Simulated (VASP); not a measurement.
# C (Cmme) in VASP: single point with PBE

Aim: the single point of C with PBE.

All numbers are computed with VASP 6.6.1; they aren't measurements. Logs are shortened: lines on timing, memory, paths and dates and some standing lists are left out, and cuts for length are marked.

## 1. The cell of the first run

It takes space group Cmme (No. 67, orthorhombic). Conventional cell: a = 2.468 Å, b = 4.273 Å, c = 7.979 Å, α = 90.00°, β = 90.00°, γ = 90.00°. Within 1.9 Å of C (site symmetry m) lie 3 C at 1.42 Å.

## 2. Single point, PBE

The input, INCAR:

```
  PREC = Accurate
  ENCUT = 520
  EDIFF = 1E-6
  ISMEAR = 0
  SIGMA = 0.1
  LREAL = False
  LASPH = True
  NELM = 60
  ALGO = Normal
  ISIF = 2
  LWAVE = False
  LCHARG = False
  GGA = PE
  NBANDS = 16
```

The input, KPOINTS:

```
regular mesh
0
Gamma
  6 6 2
```

The input, POSCAR:

```
C
1.0
    1.2340811159     -2.1366243205      0.0000000000
    1.2340811159      2.1366243205      0.0000000000
    0.0000000000      0.0000000000      7.9793126659
C
4
Direct
    0.0833247250      0.9166752750      0.7682645645
    0.5833247250      0.4166752750      0.2317354355
    0.9166752750      0.0833247250      0.2317354355
    0.4166752750      0.5833247250      0.7682645645
```

Potentials or basis: VASP PAW PBE potentials, release 64 (C).

On the command line:

```sh
> cat potpaw_PBE.64/C/POTCAR > POTCAR
> mpirun -np 1 vasp_std > vasp.out
```

OUTCAR:

```text
PREC = Accurate
   ENCUT = 520
   EDIFF = 1E-6
   ISMEAR = 0
   LREAL = False
   LASPH = True
   NELM = 60
   ISIF = 2
   GGA = PE

 ion  position               nearest neighbor table
   1  0.083  0.917  0.768-   4 1.42   4 1.42   4 1.42
   2  0.583  0.417  0.232-   3 1.42   3 1.42   3 1.42
   3  0.917  0.083  0.232-   2 1.42   2 1.42   2 1.42
   4  0.417  0.583  0.768-   1 1.42   1 1.42   1 1.42

  LATTYP: Found a base centered orthorhombic cell.
 ALAT       =     2.4681622318
 B/A-ratio  =     1.7313483635
 C/A-ratio  =     3.2328963482

  Lattice vectors:

 A1 = (   1.2340811159,  -2.1366243205,   0.0000000000)
 A2 = (   1.2340811159,   2.1366243205,   0.0000000000)
 A3 = (   0.0000000000,   0.0000000000,   7.9793126659)

Analysis of symmetry for initial positions (statically):
=====================================================================
 Subroutine PRICEL returns:
 Original cell was already a primitive cell.

 Routine SETGRP: Setting up the symmetry group for a
 base centered orthorhombic supercell.

 Subroutine GETGRP returns: Found  8 space group operations
 (whereof  4 operations were pure point group operations)
 out of a pool of  8 trial point group operations.

The static configuration has the point symmetry C_2h.
 The point group associated with its full space group is D_2h.

Analysis of symmetry for dynamics (positions and initial velocities):
=====================================================================
 Subroutine PRICEL returns:
 Original cell was already a primitive cell.

 Routine SETGRP: Setting up the symmetry group for a
 base centered orthorhombic supercell.

 Subroutine GETGRP returns: Found  8 space group operations
 (whereof  4 operations were pure point group operations)
 out of a pool of  8 trial point group operations.

The dynamic configuration has the point symmetry C_2h.
 The point group associated with its full space group is D_2h.

 Subroutine INISYM returns: Found  8 space group operations
 (whereof  4 operations are pure point group operations),
 and found     1 'primitive' translations

----------------------------------------------------------------------------------------

                                     Primitive cell

  volume of cell :      42.0792
[... 86 lines left out ...]
   ICHARG =      2    charge: 1-file 2-atom 10-const
   ISPIN  =      1    spin polarized calculation?
   LNONCOLLINEAR =      F non collinear calculations
   LSORBIT =      F    spin-orbit coupling
   LASPH  =      T    aspherical Exc in radial PAW
   ENCUT  =  520.0 eV  38.22 Ry    6.18 a.u.   4.59  4.59 14.84*2*pi/ulx,y,z
   NELM   =     60;   NELMIN=  2; NELMDL= -5     # of ELM steps
   EDIFF  = 0.1E-05   stopping-criterion for ELM
   LREAL  =      F    real-space projection
   EDIFFG = 0.1E-04   stopping-criterion for IOM
   NSW    =      0    number of steps for IOM
   IBRION =     -1    ionic relax: 0-MD 1-quasi-New 2-CG
   NFREE  =      0    steps in history (QN), initial steepest desc. (CG)
   ISIF   =      2    stress and relaxation
   ISYM   =      2    0-nonsym 1-usesym 2-fastsym
   POTIM  = 0.5000    time-step for ionic-motion
   TEBEG  =    0.0;   TEEND  =   0.0 temperature during run
   PSTRESS=    0.0 pullay stress
   NELECT =      16.0000    total number of electrons
   NUPDOWN=      -1.0000    fix difference up-down
   EMIN   =  10.00;   EMAX   =-10.00  energy-range for DOS
   EFERMI =   0.00;   METHOD = LEGACY
   ISMEAR =     0;   SIGMA  =   0.10  broadening in eV -4-tet -1-fermi 0-gaus
   EFERMI_NEDOS =   21; number of points for ismear=-14 and -15
   IALGO  =     38    algorithm
   IMIX   =      4    mixing-type and parameters
     AMIX     =   0.40;   BMIX     =  1.00
     AMIX_MAG =   1.60;   BMIX_MAG =  1.00
  volume/ion in A,a.u.               =      10.52        70.99
  Fermi-wavevector in a.u.,A,eV,Ry     =   1.186021  2.241255 19.138578  1.406646
  Thomas-Fermi vector in A             =   2.322202
   LORBIT       =      0    0 simple, 1 ext, 2 COOP (PROOUT), +10 PAW based schemes
   GGA     = PE    functional components
   LHFCALC =     F    Hartree Fock is set to
   AEXX    =    0.0000 exact exchange contribution
   IVDW    =     0    specifies the selected vdW correction
   LEPSILON=     F    determine dielectric tensor
   LRPA    =     F    only Hartree local field effects (RPA)
 non-spin polarized calculation
 Gauss-broadening in eV      SIGMA  =   0.10
  energy-cutoff  :      520.00
  volume of cell :       42.08
 maximum number of plane-waves:      1154
   NGX =  9   NGY =  9   NGZ = 29

 number of electron      15.9999994 magnetization

 Free energy of the ion-electron system (eV)
  ---------------------------------------------------
  ext. energy  EPLUGINS =         0.00000000
  ---------------------------------------------------
  free energy    TOTEN  =       -36.81140355 eV

  energy without entropy =      -36.80638895  energy(sigma->0) =      -36.80889625

 E-fermi :   3.2579     XC(G=0):  -9.1382

 val. band max:        3.2177270344   @ k =   0.3333   0.3333   0.5000
 cond. band min:       3.2981080974   @ k =   0.3333   0.3333   0.5000
 fundamental gap:      0.0803810630
 Fermi energy:         3.2579401731

 k-point     1 :       0.0000    0.0000    0.0000
  band No.  band energies     occupation
      1     -16.2817      2.00000
      2     -16.1969      2.00000
      3      -4.7320      2.00000
      4      -3.9156      2.00000
      5       0.2155      2.00000
      6       0.2216      2.00000
[... 433 lines left out ...]
      3      -8.1441      2.00000
      4      -8.1208      2.00000
      5      -4.7876      2.00000
      6      -4.7734      2.00000
[... 8 lines left out ...]
     15      16.3435      0.00000
     16      16.4710      0.00000

 [... further k-points ...]
[... 5 lines left out ...]
  --------------------------------------------------------------------------------------
  -------------------------------------------------------------------------------------
  Total        0.1504835      0.1507052     -0.0068731      0.0000000     -0.0000000      0.0000000
  in kB        5.7297042      5.7381454     -0.2616938      0.0000000     -0.0000000      0.0000000
  external PRESSURE =       3.7353853 kB  Pullay stress =       0.0000000 kB

 VOLUME and BASIS-vectors are now :
 -----------------------------------------------------------------------------
  energy-cutoff  :      520.00
  volume of cell :       42.08
      direct lattice vectors                 reciprocal lattice vectors
     1.234081116 -2.136624321  0.000000000     0.405159753 -0.234013998  0.000000000
     1.234081116  2.136624321  0.000000000     0.405159753  0.234013998  0.000000000
     0.000000000  0.000000000  7.979312666     0.000000000  0.000000000  0.125324078

 POSITION                                       TOTAL-FORCE (eV/Angst)
 -----------------------------------------------------------------------------------
      1.23408      1.78056      6.13022         0.000000      0.000142      0.000128
      1.23408     -0.35607      1.84909         0.000000      0.000142     -0.000128
      1.23408     -1.78056      1.84909         0.000000     -0.000142     -0.000128
      1.23408      0.35607      6.13022         0.000000     -0.000142      0.000128
 -----------------------------------------------------------------------------------
    total drift:                                0.000000      0.000000     -0.000000

  FREE ENERGIE OF THE ION-ELECTRON SYSTEM (eV)
  ---------------------------------------------------
  free  energy   TOTEN  =       -36.8114035506 eV

  energy  without entropy=      -36.8063889477  energy(sigma->0) =      -36.80889625
```

OSZICAR:

```text
N       E                     dE             d eps       ncg     rms          rms(c)
DAV:   1     0.434894763989E+02    0.43489E+02   -0.77422E+03   832   0.906E+02
DAV:   2    -0.359625550136E+02   -0.79452E+02   -0.71994E+02  1144   0.193E+02
DAV:   3    -0.392250234027E+02   -0.32625E+01   -0.32425E+01  1072   0.373E+01
DAV:   4    -0.392573953601E+02   -0.32372E-01   -0.32334E-01  1072   0.453E+00
DAV:   5    -0.392580264946E+02   -0.63113E-03   -0.63106E-03  1056   0.596E-01    0.890E+00
DAV:   6    -0.374203268447E+02    0.18377E+01   -0.13181E+00   984   0.690E+00    0.522E+00
DAV:   7    -0.368001514199E+02    0.62018E+00   -0.16660E+00  1008   0.782E+00    0.144E+00
DAV:   8    -0.368117167281E+02   -0.11565E-01   -0.70253E-02   952   0.153E+00    0.226E-01
DAV:   9    -0.368111028769E+02    0.61385E-03   -0.14096E-03  1104   0.262E-01    0.113E-01
DAV:  10    -0.368113780119E+02   -0.27514E-03   -0.75188E-04   928   0.170E-01    0.469E-02
DAV:  11    -0.368114008254E+02   -0.22813E-04   -0.33079E-05   968   0.409E-02    0.646E-03
DAV:  12    -0.368114033556E+02   -0.25302E-05   -0.33211E-06   952   0.131E-02    0.358E-03
DAV:  13    -0.368114035506E+02   -0.19501E-06   -0.42230E-07   792   0.555E-03
   1 F= -.36811404E+02 E0= -.36808896E+02  d E =-.501460E-02
```

stdout:

```text
POSCAR found type information on POSCAR C
 POSCAR found :  1 types and       4 ions
 scaLAPACK will be used
 LDA part: xc-table for (Slater+PW92), standard interpolation
 POSCAR, INCAR and KPOINTS ok, starting setup
 FFT: planning ... GRIDC
 FFT: planning ... GRID_SOFT
 FFT: planning ... GRID
 WAVECAR not read
 entering main loop
```

Wall time 8.4 s (1 thread of AMD EPYC 9R45 (Zen 5), shared host); peak memory 0.11 GiB.

Results:

| Quantity | Value |
| --- | --- |
| Free energy | -36.8114 eV |
| Pressure | 0.4 GPa |
| Band gap on the k mesh | 0.08 eV, direct |

Levels at points of the mesh, in eV from the valence-band top:
```tsv
k point	band 4	band 5	band 6	band 7	band 8	band 9	band 10	band 11	band 12	band 13
(0.00, 0.00, 0.00)	-7.13	-3.00	-3.00	-2.99	-2.99	3.34	7.49	8.33	8.34	8.35
(0.50, 0.00, 0.00)	-13.18	-6.36	-6.36	-2.33	-2.33	1.75	1.75	7.40	7.40	10.83
(0.50, 0.50, 0.00)	-13.15	-6.38	-6.37	-2.57	-2.03	1.39	2.08	7.33	7.44	10.70
(0.00, 0.00, 0.50)	-7.39	-3.00	-3.00	-3.00	-2.99	4.55	5.34	8.33	8.34	8.35
(0.50, 0.00, 0.50)	-13.18	-6.36	-6.36	-2.32	-2.32	1.72	1.72	7.40	7.40	11.66
(0.50, 0.50, 0.50)	-13.16	-6.38	-6.37	-2.44	-2.18	1.58	1.85	7.35	7.42	11.67
```

Caveat: the k points lie up to 0.49 Å⁻¹ apart; this functional lacks dispersion, which binds the layers, so the pressure and a relaxed spacing across them are unreliable. A k mesh can miss the band edges.
